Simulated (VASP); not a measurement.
Set up this calculation in VASP 6.6.1, as the native input.

```yaml
Task: single point
Functional: PBEsol
Potentials_or_basis: VASP PAW PBE potentials, release 64 (Ga_d, In_d, P)
Cutoff: 520 eV
k_mesh: 2 × 2 × 2
Occupations: gaussian, width 0.02 eV
Spin: collinear spin
Starting_moments: "[0.0, 0.0, 0.0, 0.0, 0.0, 0.0, 0.0, 0.0, 0.12, 0.12, 0.12] μB"
Dipole_correction: no
Further_INCAR_settings: ALGO = Normal; EDIFF = 1e-06; NBANDS = 62
```

The structure of In4GaP6 (a cell with a defect) lies in POSCAR:

```
In4GaP6
1.0
    0.0000000000      0.0000000000      6.8109863101
    0.0000000000      7.1857340290      0.0000000000
   -6.2230282140     -3.5928670145      0.0000000000
Ga In P
1 4 6
Direct
    0.5390442489      0.0291233824     -0.2288095042
    0.5352591877      0.6441879778      1.0352310448
   -0.0195791026      0.6581277916      0.6657480663
    0.0122051339      0.3259347490      1.0379586558
   -0.0074849659      1.0287356244      0.3284785043
    0.8169523101      0.3447894470      0.3486127534
    0.8737988492      1.0108391867      0.6807386781
    0.9025032088      0.6591313349      1.0165493040
    0.3514944666      0.7512990667      0.7747200935
    0.3923992618      0.3176568856      1.0948222900
    0.3531890817      1.0079520927      0.1348390159
```

These files were run (other wordings do the same):

INCAR

```
SYSTEM = In4GaP6
PREC = Accurate ; ENCUT = 520
EDIFF = 1E-6 ; ISMEAR = 0
SIGMA = 0.02 ; LREAL = .FALSE.
LASPH = .TRUE. ; NELM = 150
ALGO = Normal ; ISIF = 2
LWAVE = .FALSE. ; LCHARG = .FALSE.
ISPIN = 2 ; MAGMOM = 0 0 0 0 0 0 0 0 0.12 0.12 0.12
LORBIT = 11 ; GGA = PS
NBANDS = 62
```

KPOINTS

```
Automatic mesh
0
G
  2 2 2
  0 0 0
```

Potentials or basis: VASP PAW PBE potentials, release 64 (Ga_d, In_d, P).

Run with:

```sh
$ cat potpaw_PBE.64/Ga_d/POTCAR potpaw_PBE.64/In_d/POTCAR potpaw_PBE.64/P/POTCAR > POTCAR
$ mpirun -np 1 vasp_std > vasp.out
```

It gave:

```yaml
Pressure: -2.5 GPa
Largest_force: 0.426 eV/Å
Net_moment: -0.25 μB per cell
Site_moments: Ga -0.01; In -0.02, -0.00; P -0.00, -0.03, -0.04, -0.01 μB
Valence_electrons_inside_the_program's_atomic_spheres: Ga 11.59; In 11.38, 11.45, 11.41; P 2.46, 2.47, 2.49, 2.44, 2.41, 2.40
```

Caveat: the k points lie up to 0.50 Å⁻¹ apart; the PAW data sets were made with another functional, which shifts forces and pressure a little; spin-orbit coupling is left out, which moves the levels of the heavy elements.

Run time: 6.5 min on 1 thread of Intel(R) Xeon(R) 6975P-C (Granite Rapids), with other jobs on the host, peak memory 0.63 GiB.
